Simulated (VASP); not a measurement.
Wanted: the native input for a VASP 6.6.1 run.

```
Task                   : single point
Functional             : RPBE
Potentials or basis    : VASP PAW PBE potentials, release 64 (Hf_pv, O)
Cutoff                 : 520 eV
k mesh                 : 9 × 9 × 9
Occupations            : fermi-dirac, width 0.05 eV
Spin                   : no spin polarisation
Dipole correction      : no
Further INCAR settings : ALGO = Normal; EDIFF = 1e-06; NBANDS = 18
```

The structure of HfO2 lies in POSCAR:

```
HfO2
1.0
    0.0000000000      2.6076597933      2.6076597933
    2.6076597933      0.0000000000      2.6076597933
    2.6076597933      2.6076597933      0.0000000000
Hf O
1 2
Direct
    0.0000000000      0.0000000000      0.0000000000
    0.7500000000      0.7500000000      0.7500000000
    0.2500000000      0.2500000000      0.2500000000
```

One way to write it, as run:

INCAR

```
PREC     = Accurate       # precision mode
ENCUT    = 520            # plane-wave cutoff, eV
EDIFF    = 1E-6           # SCF threshold, eV
ISMEAR   = -1             # smearing method
SIGMA    = 0.05           # smearing width, eV
LREAL    = False          # projectors in reciprocal space
LASPH    = True           # aspherical terms in the spheres
NELM     = 100            # most SCF steps
ALGO     = Normal         # electronic algorithm
ISIF     = 2              # what is computed and relaxed
LWAVE    = False          # write WAVECAR
LCHARG   = True           # write CHGCAR
GGA      = RP             # functional
LELF     = True           # ELF
LVHAR    = True         
NBANDS   = 18             # bands
```

KPOINTS

```
regular mesh
0
Gamma
  9 9 9
```

Potentials or basis: VASP PAW PBE potentials, release 64 (Hf_pv, O).

The run is started by

```bash
$ cat potpaw_PBE.64/Hf_pv/POTCAR potpaw_PBE.64/O/POTCAR > POTCAR
$ mpirun -np 1 vasp_std > vasp.out
```

Results of the run:

```json
{
  "Pressure": "-13.1 GPa",
  "Band gap on the k mesh": "3.77 eV, indirect (least direct gap 3.88 eV)"
}
```

Caveat: the PAW data sets were made with another functional, which shifts forces and pressure a little; spin-orbit coupling is left out, which moves the levels of the heavy elements.

Wall time 14 s on 1 thread of Intel(R) Xeon(R) 6975P-C (Granite Rapids), on a shared host, peak memory 0.16 GiB.
